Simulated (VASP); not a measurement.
# HfSi3O8 (P4/mmm) in VASP: single point with PBE

Aim: the single point of HfSi3O8 with PBE.

All numbers are computed with VASP 6.6.1; they aren't measurements. Logs are shortened: lines on timing, memory, paths and dates and some standing lists are left out, and cuts for length are marked.

**1. The cell of the first run**

It takes space group P4/mmm (No. 123, tetragonal). Conventional cell: a = 3.336 Å, b = 3.336 Å, c = 9.541 Å, α = 90.00°, β = 90.00°, γ = 90.00°. Within 2.8 Å of Hf (site symmetry 4/mmm) lie 8 O at 2.14 Å. Within 2.7 Å of Si (site symmetry 4mm) lie 8 O at 2.02 Å. Si (site symmetry 4/mmm) has 8 O at 2.03 Å within 2.7 Å. O (site symmetry 2mm) has 2 Si at 2.02 Å and 2 Hf at 2.14 Å and 6 O at 2.28 to 2.68 Å within 2.7 Å. O (site symmetry 2mm) has 4 Si at 2.02 to 2.03 Å and 6 O at 2.28 to 2.36 Å within 2.7 Å.

**2. Single point, PBE**

Contents of INCAR:

```
SYSTEM = HfSi3O8
  PREC = Accurate
  ENCUT = 520
  EDIFF = 1E-6
  ISMEAR = 0
  SIGMA = 0.02
  LREAL = .FALSE.
  LASPH = .TRUE.
  NELM = 80
  ALGO = Normal
  ISIF = 2
  LWAVE = .FALSE.
  LCHARG = .TRUE.
  GGA = PE
  LELF = .TRUE.
  LVHAR = .TRUE.
  NBANDS = 47
```

Contents of KPOINTS:

```
regular mesh
0
G
  10 10 4
  0 0 0
```

Contents of POSCAR:

```
HfSi3O8
1.0
    3.3363963971      0.0000000000      0.0000000000
    0.0000000000      3.3363963971      0.0000000000
    0.0000000000      0.0000000000      9.5413915387
Hf Si O
1 3 8
Direct
    0.0000000000      0.0000000000      0.0000000000
    0.5000000000      0.5000000000      0.2590947594
    0.0000000000      0.0000000000      0.5000000000
    0.5000000000      0.5000000000      0.7409052406
    0.0000000000      0.5000000000      0.1404761686
    0.5000000000      0.0000000000      0.3794041778
    0.0000000000      0.5000000000      0.6205958222
    0.5000000000      0.0000000000      0.8595238314
    0.0000000000      0.5000000000      0.3794041778
    0.5000000000      0.0000000000      0.6205958222
    0.0000000000      0.5000000000      0.8595238314
    0.5000000000      0.0000000000      0.1404761686
```

Potentials or basis: VASP PAW PBE potentials, release 64 (Hf_pv, Si, O).

The run is started by

```
> cat potpaw_PBE.64/Hf_pv/POTCAR potpaw_PBE.64/Si/POTCAR potpaw_PBE.64/O/POTCAR > POTCAR
> mpirun -np 1 vasp_std > vasp.out
```

OUTCAR:

```text
SYSTEM = HfSi3O8
   PREC = Accurate
   ENCUT = 520
   EDIFF = 1E-6
   ISMEAR = 0
   LREAL = .FALSE.
   LASPH = .TRUE.
   NELM = 80
   ISIF = 2
   GGA = PE

 ion  position               nearest neighbor table
   1  0.000  0.000  0.000-   5 2.14   8 2.14  11 2.14  12 2.14   5 2.14  11 2.14   8 2.14  12 2.14
                             2 3.42   4 3.42   2 3.42   4 3.42   2 3.42   4 3.42   2 3.42   4 3.42
   2  0.500  0.500  0.259-   5 2.02  12 2.02  12 2.02   5 2.02   6 2.02   9 2.02   6 2.02   9 2.02
                             1 3.42   1 3.42   1 3.42   1 3.42
   3  0.000  0.000  0.500-   6 2.03   7 2.03   9 2.03  10 2.03   7 2.03   9 2.03   6 2.03  10 2.03

   4  0.500  0.500  0.741-   8 2.02  11 2.02   8 2.02  11 2.02  10 2.02  10 2.02   7 2.02   7 2.02
                             1 3.42   1 3.42   1 3.42   1 3.42
   5  0.000  0.500  0.140-   2 2.02   2 2.02   1 2.14   1 2.14
   6  0.500  0.000  0.379-   2 2.02   2 2.02   3 2.03   3 2.03
   7  0.000  0.500  0.621-   4 2.02   4 2.02   3 2.03   3 2.03
   8  0.500  0.000  0.860-   4 2.02   4 2.02   1 2.14   1 2.14
   9  0.000  0.500  0.379-   2 2.02   2 2.02   3 2.03   3 2.03
  10  0.500  0.000  0.621-   4 2.02   4 2.02   3 2.03   3 2.03
  11  0.000  0.500  0.860-   4 2.02   4 2.02   1 2.14   1 2.14
  12  0.500  0.000  0.140-   2 2.02   2 2.02   1 2.14   1 2.14

  LATTYP: Found a simple tetragonal cell.
 ALAT       =     3.3363963971
 C/A-ratio  =     2.8597895463

  Lattice vectors:

 A1 = (   3.3363963971,   0.0000000000,   0.0000000000)
 A2 = (   0.0000000000,   3.3363963971,   0.0000000000)
 A3 = (   0.0000000000,   0.0000000000,   9.5413915387)

Analysis of symmetry for initial positions (statically):
=====================================================================
 Subroutine PRICEL returns:
 Original cell was already a primitive cell.

 Routine SETGRP: Setting up the symmetry group for a
 simple tetragonal supercell.

 Subroutine GETGRP returns: Found 16 space group operations
 (whereof 16 operations were pure point group operations)
 out of a pool of 16 trial point group operations.

The static configuration has the point symmetry D_4h.

Analysis of symmetry for dynamics (positions and initial velocities):
=====================================================================
 Subroutine PRICEL returns:
 Original cell was already a primitive cell.

 Routine SETGRP: Setting up the symmetry group for a
 simple tetragonal supercell.

 Subroutine GETGRP returns: Found 16 space group operations
 (whereof 16 operations were pure point group operations)
 out of a pool of 16 trial point group operations.

The dynamic configuration has the point symmetry D_4h.

 Subroutine INISYM returns: Found 16 space group operations
 (whereof 16 operations are pure point group operations),
 and found     1 'primitive' translations

----------------------------------------------------------------------------------------

                                     Primitive cell

  volume of cell :     106.2104

  direct lattice vectors                    reciprocal lattice vectors
     3.336396397  0.000000000  0.000000000     0.299724577  0.000000000  0.000000000
     0.000000000  3.336396397  0.000000000     0.000000000  0.299724577  0.000000000
     0.000000000  0.000000000  9.541391539     0.000000000  0.000000000  0.104806515

  length of vectors
     3.336396397  3.336396397  9.541391539     0.299724577  0.299724577  0.104806515

  position of ions in fractional coordinates (direct lattice)
     0.000000000  0.000000000  0.000000000
     0.500000000  0.500000000  0.259094759
     0.000000000  0.000000000  0.500000000
     0.500000000  0.500000000  0.740905241
     0.000000000  0.500000000  0.140476169
     0.500000000  0.000000000  0.379404178
     0.000000000  0.500000000  0.620595822
     0.500000000  0.000000000  0.859523831
     0.000000000  0.500000000  0.379404178
     0.500000000  0.000000000  0.620595822
     0.000000000  0.500000000  0.859523831
     0.500000000  0.000000000  0.140476169

  ion indices of the primitive-cell ions
   primitive index   ion index
                 1           1
                 2           2
                 3           3
                 4           4
                 5           5
                 6           6
                 7           7
                 8           8
                 9           9
                10          10
                11          11
                12          12

----------------------------------------------------------------------------------------

 KPOINTS: regular mesh

Automatic generation of k-mesh.
 Grid dimensions read from file:
 generate k-points for:   10   10    4

 Generating k-lattice:

  Cartesian coordinates                     Fractional coordinates (reciprocal lattice)
     0.029972458  0.000000000  0.000000000     0.100000000  0.000000000  0.000000000
     0.000000000  0.029972458  0.000000000     0.000000000  0.100000000  0.000000000
     0.000000000  0.000000000  0.026201629     0.000000000  0.000000000  0.250000000

  Length of vectors
     0.029972458  0.029972458  0.026201629

  Shift w.r.t. Gamma in fractional coordinates (k-lattice)
     0.000000000  0.000000000  0.000000000

 Subroutine IBZKPT returns following result:
 ===========================================

 Found     63 irreducible k-points:

 Following reciprocal coordinates:
            Coordinates               Weight
  0.000000  0.000000  0.000000      1.000000
  0.100000  0.000000  0.000000      4.000000
  0.200000  0.000000  0.000000      4.000000
  0.300000  0.000000  0.000000      4.000000
  0.400000  0.000000  0.000000      4.000000
  0.500000  0.000000  0.000000      2.000000
[... 16 lines left out ...]
  0.100000  0.000000  0.250000      8.000000
  0.200000  0.000000  0.250000      8.000000
 [... further k-points ...]
   k-points           NKPTS =     63   k-points in BZ     NKDIM =     63   number of bands    NBANDS=     47
   number of dos      NEDOS =    301   number of ions     NIONS =     12
   total plane-waves  NPLWV =  56448
   dimension x,y,z NGX =    28 NGY =   28 NGZ =   72
   dimension x,y,z NGXF=    56 NGYF=   56 NGZF=  144
   ions per type =               1   3   8
   NGX,Y,Z   is equivalent  to a cutoff of  13.95, 13.95, 12.55 a.u.
   NGXF,Y,Z  is equivalent  to a cutoff of  27.90, 27.90, 25.09 a.u.
 SYSTEM =  HfSi3O8
   PREC   = accura    normal or accurate (medium, high low for compatibility)
   ISTART =      0    job   : 0-new  1-cont  2-samecut
   ICHARG =      2    charge: 1-file 2-atom 10-const
   ISPIN  =      1    spin polarized calculation?
   LNONCOLLINEAR =      F non collinear calculations
   LSORBIT =      F    spin-orbit coupling
   LASPH  =      T    aspherical Exc in radial PAW
   ENCUT  =  520.0 eV  38.22 Ry    6.18 a.u.   6.20  6.20 17.74*2*pi/ulx,y,z
   NELM   =     80;   NELMIN=  2; NELMDL= -5     # of ELM steps
   EDIFF  = 0.1E-05   stopping-criterion for ELM
   LREAL  =      F    real-space projection
   EDIFFG = 0.1E-04   stopping-criterion for IOM
   NSW    =      0    number of steps for IOM
   IBRION =     -1    ionic relax: 0-MD 1-quasi-New 2-CG
   NFREE  =      0    steps in history (QN), initial steepest desc. (CG)
   ISIF   =      2    stress and relaxation
   ISYM   =      2    0-nonsym 1-usesym 2-fastsym
   POTIM  = 0.5000    time-step for ionic-motion
   TEBEG  =    0.0;   TEEND  =   0.0 temperature during run
   PSTRESS=    0.0 pullay stress
   NELECT =      70.0000    total number of electrons
   NUPDOWN=      -1.0000    fix difference up-down
   EMIN   =  10.00;   EMAX   =-10.00  energy-range for DOS
   EFERMI =   0.00;   METHOD = LEGACY
   ISMEAR =     0;   SIGMA  =   0.02  broadening in eV -4-tet -1-fermi 0-gaus
   EFERMI_NEDOS =   21; number of points for ismear=-14 and -15
   IALGO  =     38    algorithm
   IMIX   =      4    mixing-type and parameters
     AMIX     =   0.40;   BMIX     =  1.00
     AMIX_MAG =   1.60;   BMIX_MAG =  1.00
  volume/ion in A,a.u.               =       8.85        59.73
  Fermi-wavevector in a.u.,A,eV,Ry     =   1.424684  2.692262 27.616074  2.029724
  Thomas-Fermi vector in A             =   2.545149
   LORBIT       =      0    0 simple, 1 ext, 2 COOP (PROOUT), +10 PAW based schemes
   GGA     = PE    functional components
   LHFCALC =     F    Hartree Fock is set to
   AEXX    =    0.0000 exact exchange contribution
   IVDW    =     0    specifies the selected vdW correction
   LEPSILON=     F    determine dielectric tensor
   LRPA    =     F    only Hartree local field effects (RPA)
 non-spin polarized calculation
 Gauss-broadening in eV      SIGMA  =   0.02
  energy-cutoff  :      520.00
  volume of cell :      106.21
 maximum number of plane-waves:      2888
 NGX is ok and might be reduce to    28
   NGX = 13   NGY = 13   NGZ = 35

 number of electron      70.0000026 magnetization

 Free energy of the ion-electron system (eV)
  ---------------------------------------------------
  ext. energy  EPLUGINS =         0.00000000
  ---------------------------------------------------
  free energy    TOTEN  =       -88.72405097 eV

  energy without entropy =      -88.72405097  energy(sigma->0) =      -88.72405097

 E-fermi :   7.7030     XC(G=0): -12.0581

 val. band max:        7.5122321728   @ k =   0.5000   0.5000   0.0000
 cond. band min:       7.8750778779   @ k =   0.5000   0.5000   0.0000
 fundamental gap:      0.3628457050
 Fermi energy:         7.7029562870

 k-point     1 :       0.0000    0.0000    0.0000
  band No.  band energies     occupation
      1     -22.7985      2.00000
      2     -22.6122      2.00000
      3     -22.6122      2.00000
      4     -14.0229      2.00000
      5     -12.9576      2.00000
      6     -12.5487      2.00000
[... 39 lines left out ...]
     46      14.9239      0.00000
     47      14.9239      0.00000
[... 1148 lines left out ...]
     46      14.9639      0.00000
     47      15.6425      0.00000

 [... further k-points ...]
[... 5 lines left out ...]
  --------------------------------------------------------------------------------------
  -------------------------------------------------------------------------------------
  Total       -0.5080059     -0.5080059     -0.8480825      0.0000000      0.0000000     -0.0000000
  in kB       -7.6632385     -7.6632385    -12.7932733      0.0000000      0.0000000     -0.0000000
  external PRESSURE =      -9.3732501 kB  Pullay stress =       0.0000000 kB

 VOLUME and BASIS-vectors are now :
 -----------------------------------------------------------------------------
  energy-cutoff  :      520.00
  volume of cell :      106.21
      direct lattice vectors                 reciprocal lattice vectors
     3.336396397  0.000000000  0.000000000     0.299724577  0.000000000  0.000000000
     0.000000000  3.336396397  0.000000000     0.000000000  0.299724577  0.000000000
     0.000000000  0.000000000  9.541391539     0.000000000  0.000000000  0.104806515

 POSITION                                       TOTAL-FORCE (eV/Angst)
 -----------------------------------------------------------------------------------
      0.00000      0.00000      0.00000         0.000000     -0.000000      0.000000
      1.66820      1.66820      2.47212        -0.000000      0.000000     -0.025436
      0.00000      0.00000      4.77070         0.000000     -0.000000      0.000000
      1.66820      1.66820      7.06927         0.000000      0.000000      0.025436
      0.00000      1.66820      1.34034         0.000000     -0.000000     -0.168884
      1.66820      0.00000      3.62004         0.000000      0.000000     -0.001974
      0.00000      1.66820      5.92135         0.000000     -0.000000      0.001974
      1.66820      0.00000      8.20105         0.000000     -0.000000      0.168884
      0.00000      1.66820      3.62004         0.000000      0.000000     -0.001974
      1.66820      0.00000      5.92135        -0.000000     -0.000000      0.001974
      0.00000      1.66820      8.20105         0.000000     -0.000000      0.168884
      1.66820      0.00000      1.34034         0.000000     -0.000000     -0.168884
 -----------------------------------------------------------------------------------
    total drift:                                0.000000     -0.000000      0.000000

  FREE ENERGIE OF THE ION-ELECTRON SYSTEM (eV)
  ---------------------------------------------------
  free  energy   TOTEN  =       -88.7240509650 eV

  energy  without entropy=      -88.7240509650  energy(sigma->0) =      -88.72405097
```

It took 11 min on 1 thread of AMD EPYC 7R13, shared host; peak memory 0.36 GiB.

Results:

```
Free energy            : -88.7241 eV
Pressure               : -0.9 GPa
Largest force          : 0.169 eV/Å
Band gap on the k mesh : 0.36 eV, direct
```

Forces on the atoms (eV/Å):
```
Hf   0.000  0.000  0.000
Si   0.000  0.000 -0.025
Si   0.000  0.000  0.000
Si   0.000  0.000  0.025
O    0.000  0.000 -0.169
O    0.000  0.000 -0.002
O    0.000  0.000  0.002
O    0.000  0.000  0.169
O    0.000  0.000 -0.002
O    0.000  0.000  0.002
O    0.000  0.000  0.169
O    0.000  0.000 -0.169
```

Stress tensor (GPa, compression positive):
```
-0.77  0.00  0.00
 0.00 -0.77  0.00
 0.00  0.00 -1.28
```

Caveat: spin-orbit coupling is left out, which moves the levels of the heavy elements.
